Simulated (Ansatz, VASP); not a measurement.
## One calculation of Si2W, two programs

```
CELL_PARAMETERS angstrom
4.56424 0.00000 0.00000
-2.28212 3.95275 0.00000
0.00000 0.00000 6.58639
ATOMIC_POSITIONS crystal
Si 0.83643 0.67287 0.50000
Si 0.16357 0.83643 0.83333
Si 0.67287 0.83643 0.16667
Si 0.16357 0.32713 0.50000
Si 0.83643 0.16357 0.83333
Si 0.32713 0.16357 0.16667
W 0.00000 0.50000 0.16667
W 0.50000 0.50000 0.83333
W 0.50000 0.00000 0.50000
```

Alike in both runs: functional PBE; dispersion D3(BJ); k mesh 9 × 9 × 6; occupations gaussian, width 0.1 eV; no spin polarisation.

Ansatz relaxed the structure, and its values are those at the end. VASP's run is a single point on that final structure, the one shown.

```csv
,VASP,Ansatz
version,VASP 6.6.1,Ansatz 0.2.0
potentials or method,"VASP PAW PBE potentials, release 64 (Si, W_sv), cutoff 520 eV","scalar-relativistic, plane waves, PAW"
valence electrons in the cell,66,66
```

```csv
,VASP,Ansatz,Ansatz less VASP
gap on the k mesh at the Fermi level (eV),0.14,0.14,0.000
least direct gap on the mesh (eV),0.72,0.72,0.000
pressure (GPa),0.0,0.0,-0.04
```

Neither program's run includes spin-orbit coupling.
